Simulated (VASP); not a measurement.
Here is a VASP 6.6.1 calculation.

INCAR

```
PREC = Accurate
ENCUT = 520
EDIFF = 1E-6
ISMEAR = 0
SIGMA = 0.05
LREAL = F
LASPH = T
NELM = 60
ALGO = Fast
ISIF = 2
LWAVE = F
LCHARG = F
GGA = PS
NBANDS = 16
```

The input KPOINTS:

```
Automatic mesh
0
Gamma
  8 8 8
```

File POSCAR:

```
BaRe
1.0
    3.6152710177      0.0000000000      0.0000000000
    0.0000000000      3.6152710177      0.0000000000
    0.0000000000      0.0000000000      3.6152710177
Ba Re
1 1
Direct
    0.0000000000      0.0000000000      0.0000000000
    0.5000000000      0.5000000000      0.5000000000
```

Potentials or basis: VASP PAW PBE potentials, release 64 (Ba_sv, Re).

The run is started by

```sh
$ cat potpaw_PBE.64/Ba_sv/POTCAR potpaw_PBE.64/Re/POTCAR > POTCAR
$ mpirun -np 1 vasp_std > vasp.out
```

(1) Predict the pressure.

## Answers

(1) 2.6 GPa.

Caveat: the PAW data sets were made with another functional, which shifts forces and pressure a little.
